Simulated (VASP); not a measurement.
A run of VASP 6.6.1 is set up as follows.

INCAR

```
PREC     = Accurate       # precision mode
ENCUT    = 520            # plane-wave cutoff, eV
EDIFF    = 1E-6           # SCF threshold, eV
ISMEAR   = -1             # smearing method
SIGMA    = 0.03           # smearing width, eV
LREAL    = False          # projectors in reciprocal space
LASPH    = True           # aspherical terms in the spheres
NELM     = 60             # most SCF steps
ALGO     = Normal         # electronic algorithm
ISIF     = 2              # what is computed and relaxed
LWAVE    = False          # write WAVECAR
LCHARG   = False          # write CHGCAR
GGA      = PE             # functional
IBRION   = 2              # ionic algorithm
NSW      = 50             # ionic steps
EDIFFG   = -0.01          # ionic threshold
```

File KPOINTS:

```
Automatic mesh
0
Gamma
  10 10 10
```

Contents of POSCAR:

```
BeS
1.0
    0.0000000000      2.2511705843      2.2511705843
    2.2511705843      0.0000000000      2.2511705843
    2.2511705843      2.2511705843      0.0000000000
Be S
1 1
Direct
    0.0000000000      0.0000000000      0.0000000000
    0.2500000000      0.2500000000      0.2500000000
```

Potentials or basis: VASP PAW PBE potentials, release 64 (Be, S).

The run is started by

```sh
$ cat potpaw_PBE.64/Be/POTCAR potpaw_PBE.64/S/POTCAR > POTCAR
$ mpirun -np 1 vasp_std > vasp.out
```

Task: What does it give for the band gap on the k mesh?

Result: 2.49 eV, indirect (least direct gap 5.46 eV).

Final structure:
```yaml
crystal:
  lattice:
    - [0.00000, 2.25117, 2.25117]
    - [2.25117, 0.00000, 2.25117]
    - [2.25117, 2.25117, 0.00000]
  atoms:
    - { symbol: Be, position: [0.00000, 0.00000, 0.00000] }
    - { symbol: S, position: [0.25000, 0.25000, 0.25000] }
```

Caveat: the relaxation stopped at its first step, so nothing moved. A k mesh can miss the band edges.
